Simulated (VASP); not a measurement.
Wanted: the native input for a VASP 6.6.1 run.

```yaml
Task: relaxation of cell and atoms
Functional: PBE
Potentials_or_basis: VASP PAW PBE potentials, release 64 (Dy_3, B), 4f in core
Cutoff: 500 eV
k_mesh: 4 × 4 × 4
Occupations: gaussian, width 0.1 eV
Spin: no spin polarisation
Dipole_correction: no
Mended: yes
Further_INCAR_settings: ALGO = Normal; EDIFF = 1e-07; IBRION = 2; EDIFFG = -0.04; NSW = 90; ISIF = 3
```

The structure of Dy2B lies in POSCAR:

```
Dy2B
1.0
    4.3154285118      0.0000000000      0.0000000000
    0.0000000000      4.3154285118      0.0000000000
    0.0000000000      0.0000000000      6.7827109325
Dy B
4 2
Direct
    0.0000000000      0.5000000000      0.3872447796
    0.5000000000      0.0000000000      0.6127552204
    0.0000000000      0.0000000000      0.0000000000
    0.5000000000      0.5000000000      0.0000000000
    0.0000000000      0.5000000000      0.7534490493
    0.5000000000      0.0000000000      0.2465509507
```

The cell was built from a structure type or drawn by symmetry, and may not be a known phase.

One way to write it, as run:

INCAR

```
PREC = Accurate ; ENCUT = 500
EDIFF = 1E-7 ; ISMEAR = 0
SIGMA = 0.1 ; LREAL = F
LASPH = T ; NELM = 200
ALGO = Normal ; ISIF = 3
LWAVE = F ; LCHARG = F
GGA = PE ; IBRION = 2
NSW = 90 ; EDIFFG = -0.04
GGA_COMPAT = F ; NELMIN = 4
LMAXMIX = 6
```

KPOINTS

```
Automatic mesh
0
Gamma
  4 4 4
```

Potentials or basis: VASP PAW PBE potentials, release 64 (Dy_3, B), 4f in core.

Run with:

```bash
$ cat potpaw_PBE.64/Dy_3/POTCAR potpaw_PBE.64/B/POTCAR > POTCAR
$ mpirun -np 1 vasp_std > vasp.out
```

Results of the run:

| Item | Value |
| --- | --- |
| Relaxed volume | 21.13 Å³/atom |
| Relaxed cell | a = 4.320 Å, b = 4.320 Å, c = 6.793 Å, α = 90.00°, β = 90.00°, γ = 90.00° |
| Space group after relaxing (to 0.1 Å) | P4/nmm (No. 129) |
| Energy gained by relaxing | 0.1 meV/atom |
| Ionic steps | 2 |
| Pressure after relaxing | 0.0 GPa |
| Largest force after relaxing | 0.035 eV/Å |
| Band gap on the k mesh | zero (bands 21 and 22 overlap by 0.81 eV) |

Caveat: the k points lie up to 0.36 Å⁻¹ apart in the final cell, too coarse for converged energies and pressures of a metal; spin-orbit coupling is left out, which moves the levels of the heavy elements; the 4f electrons are frozen in the core, so they carry no moment and show no levels.

Run time: 61 s on 1 thread of Intel(R) Xeon(R) Platinum 8559C (Emerald Rapids), with other jobs on the host, peak memory 0.24 GiB.
